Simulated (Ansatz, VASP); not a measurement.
**Two plane-wave programs on C**

Contents of POSCAR:

```
C
1.0
    1.1556170365      0.6671958071      3.7795893467
   -1.1556170365      0.6671958071      3.7795893467
    0.0000000000     -1.3343916142      3.7795893467
C
2
Direct
    0.1640000000      0.1640000000      0.1640000000
    0.8360000000      0.8360000000      0.8360000000
```

Contents of INCAR.step1:

```
SYSTEM = C
ALGO     = Normal         ! electronic algorithm
EDIFF    = 1E-4           ! SCF threshold, eV
ENCUT    = 520            ! plane-wave cutoff, eV
GGA      = PE             ! functional
ISMEAR   = 0              ! smearing method
LASPH    = .True.         ! aspherical terms in the spheres
LCHARG   = .False.        ! write CHGCAR
LREAL    = .False.        ! projectors in reciprocal space
LWAVE    = .True.         ! write WAVECAR
NBANDS   = 11             ! bands
NELM     = 80             ! most SCF steps
PREC     = Accurate       ! precision mode
SIGMA    = 0.05           ! smearing width, eV
```

The input INCAR.step2:

```
SYSTEM = C
ALGO     = Normal         ! electronic algorithm
EDIFF    = 1E-6           ! SCF threshold, eV
ENCUT    = 520            ! plane-wave cutoff, eV
ISIF     = 2              ! what is computed and relaxed
ISMEAR   = 0              ! smearing method
ISTART   = 1            
LASPH    = .True.         ! aspherical terms in the spheres
LCHARG   = .False.        ! write CHGCAR
LMIXTAU  = .True.       
LREAL    = .False.        ! projectors in reciprocal space
LWAVE    = .False.        ! write WAVECAR
METAGGA  = R2SCAN         ! meta-GGA
NBANDS   = 11             ! bands
NELM     = 80             ! most SCF steps
PREC     = Accurate       ! precision mode
SIGMA    = 0.05           ! smearing width, eV
```

The input KPOINTS:

```
k-points
0
Gamma
  12 12 12
  0 0 0
```

Input for Ansatz:

```yaml
crystal:
  lattice:
    - [1.1556170365, 0.6671958071, 3.7795893467]
    - [-1.1556170365, 0.6671958071, 3.7795893467]
    - [0.0, -1.3343916142, 3.7795893467]
  atoms:
    - { symbol: C, position: [0.164, 0.164, 0.164] }
    - { symbol: C, position: [0.836, 0.836, 0.836] }
basis:
  ecutwfc: 500
kpoints:
  mp_grid: { grid: [12, 12, 12] }
hamiltonian:
  xc: r2scan
scf:
  occupations: { method: gaussian, width: 0.05 }
output:
  forces: true
  stress: true
  eigenvalues: true
```

Alike in both runs: task single point; functional r2SCAN; k mesh 12 × 12 × 12; occupations gaussian, width 0.05 eV; no spin polarisation.

```csv
,VASP,Ansatz
version,VASP 6.6.1,Ansatz 0.2.0
potentials or method,"VASP PAW PBE potentials, release 64 (C), cutoff 520 eV","scalar-relativistic, plane waves, PAW"
valence electrons in the cell,8,8
```

|  | VASP | Ansatz | Ansatz less VASP |
| --- | --- | --- | --- |
| gap on the k mesh at the Fermi level (eV) | 0.35 | 0.35 | 0.000 |
| least direct gap on the mesh (eV) | 0.35 | 0.35 | 0.000 |
| rms of the force components (eV/Å) | 0.550 | 0.554 | +0.0045 |

VASP's potentials were made for PBE, not for r2SCAN. Atom by atom the forces differ by 0.004 eV/Å (rms over components).
